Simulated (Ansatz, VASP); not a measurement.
# Cu: VASP beside Ansatz

INCAR

```
PREC = Accurate ; ENCUT = 520
EDIFF = 1E-6 ; ISMEAR = 0
SIGMA = 0.15 ; LREAL = False
LASPH = True ; NELM = 80
ALGO = Fast ; ISIF = 2
LWAVE = False ; LCHARG = False
GGA = PS ; NBANDS = 18
```

The input KPOINTS:

```
regular mesh
0
Gamma
  20 20 18
```

The input POSCAR:

```
Cu
1.0
    1.2146947347     -3.5239251767      0.0000000000
    1.2146947347      3.5239251767      0.0000000000
    0.0000000000      0.0000000000      2.4675572805
Cu
2
Direct
    0.1338543804      0.8661456196      0.2500000000
    0.8661456196      0.1338543804      0.7500000000
```

Input for Ansatz:

```yaml
crystal:
  lattice:
    - [1.2146947347, -3.5239251767, 0.0]
    - [1.2146947347, 3.5239251767, 0.0]
    - [0.0, 0.0, 2.4675572805]
  atoms:
    - { symbol: Cu, position: [0.1338543804, 0.8661456196, 0.25] }
    - { symbol: Cu, position: [0.8661456196, 0.1338543804, 0.75] }
basis:
  ecutwfc: 520.0
kpoints:
  mp_grid: { grid: [20, 20, 18] }
hamiltonian:
  xc: pbesol
  pseudopotentials: { kind: paw, azcp: { folder: soft_1 } }
scf:
  occupations: { method: gaussian, width: 0.15 }
output:
  forces: true
  stress: true
  eigenvalues: true
  write_density: true
  write_potential: true
  elf: true
  volumetric_format: npy
```

Change from the starting cell: normal strain along x +0.0000, normal strain along y -0.1100.

Alike in both runs: task single point; functional PBEsol; k mesh 20 × 20 × 18; occupations gaussian, width 0.15 eV; no spin polarisation.

|  | VASP | Ansatz |
| --- | --- | --- |
| version | VASP 6.6.1 | Ansatz 0.2.0 |
| potentials or method | VASP PAW PBE potentials, release 64 (Cu), cutoff 520 eV | scalar-relativistic, plane waves, PAW |
| valence electrons in the cell | 22 | 38 |

VASP gave:

* gap on the k mesh at the Fermi level (eV): none
* pressure (GPa): 28.3
* traceless stress, the component that is largest in VASP (GPa): 15.79
* rms of the force components (eV/Å): 0.245

Task: Which values does Ansatz return?

Result: gap on the k mesh at the Fermi level (eV): none; pressure (GPa): 27.0; traceless stress, the component that is largest in VASP (GPa): 15.85; rms of the force components (eV/Å): 0.250.

VASP's potentials were made for PBE, not for PBEsol, and Ansatz warns of the same on its side. Atom by atom the forces differ by 0.005 eV/Å (rms over components). A gap of «none» marks a metal or a gap that the smearing closes. VASP's potentials hold 22 valence electrons a cell and Ansatz's 38, so a difference there can come from the potentials and not from the codes.
